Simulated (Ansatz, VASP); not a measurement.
# CdSe in VASP and in Ansatz

```
Cd Se
1.0
     3.00399    3.00399    0.00000
    -3.00399    3.00399    0.00000
     0.00000    3.00399    3.00399
Cd Se
1 1
Direct
  0.00000 0.00000 0.00000
  0.75000 0.25000 0.50000
```

Change from the starting cell: unstrained.

Alike in both runs: task single point; functional LDA; k mesh 6 × 6 × 6; no spin polarisation.

|  | VASP | Ansatz |
| --- | --- | --- |
| version | VASP 6.6.1 | Ansatz 0.2.0 |
| potentials or method | VASP PAW LDA potentials, release 64 (Cd, Se), cutoff 520 eV | all-electron LAPW, scalar-relativistic |
| occupations | gaussian, width 0.01 eV | fixed |

|  | VASP | Ansatz | Ansatz less VASP |
| --- | --- | --- | --- |
| gap on the k mesh at the Fermi level (eV) | 0.44 | 0.40 | -0.036 |
| pressure (GPa) | 0.5 | 0.0 | -0.47 |

LDA's correlation is that of Perdew and Zunger in VASP and of Perdew and Wang (1992) in Ansatz. Ansatz ran all-electron here, and VASP with PAW potentials.
